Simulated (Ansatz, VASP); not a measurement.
# One calculation of C, two programs

```
CELL_PARAMETERS angstrom
2.38435 0.00000 0.00000
-1.19217 2.06491 0.00000
0.00000 0.00000 8.28032
ATOMIC_POSITIONS crystal
C 0.00000 0.00000 0.09293
C 0.00000 0.00000 0.59293
C 0.00000 0.00000 0.40707
C 0.00000 0.00000 0.90707
C 0.33333 0.66667 0.15550
C 0.66667 0.33333 0.65550
C 0.33333 0.66667 0.34450
C 0.66667 0.33333 0.84450
```

Change from the starting cell: strain -0.050 along x and y, +0.000 along z, atoms carried along.

Alike in both runs: task single point; functional r2SCAN; k mesh 12 × 12 × 4; occupations gaussian, width 0.05 eV; no spin polarisation.

|  | VASP | Ansatz |
| --- | --- | --- |
| version | VASP 6.6.1 | Ansatz 0.2.0 |
| potentials or method | VASP PAW PBE potentials, release 64 (C), cutoff 520 eV | scalar-relativistic, plane waves, PAW |
| valence electrons in the cell | 32 | 32 |

|  | VASP | Ansatz | Ansatz less VASP |
| --- | --- | --- | --- |
| gap on the k mesh at the Fermi level (eV) | 4.51 | 4.56 | +0.048 |
| least direct gap on the mesh (eV) | 4.51 | 4.56 | +0.048 |
| pressure (GPa) | 59.1 | 57.5 | -1.61 |
| traceless stress, the component that is largest in VASP (GPa) | -53.21 | -52.83 | +0.385 |
| rms of the force components (eV/Å) | 0.199 | 0.182 | -0.0165 |

VASP's potentials were made for PBE, not for r2SCAN. Atom by atom the forces differ by 0.017 eV/Å (rms over components). Both programs put the cell under a high pressure, so it lies far from rest at this level.
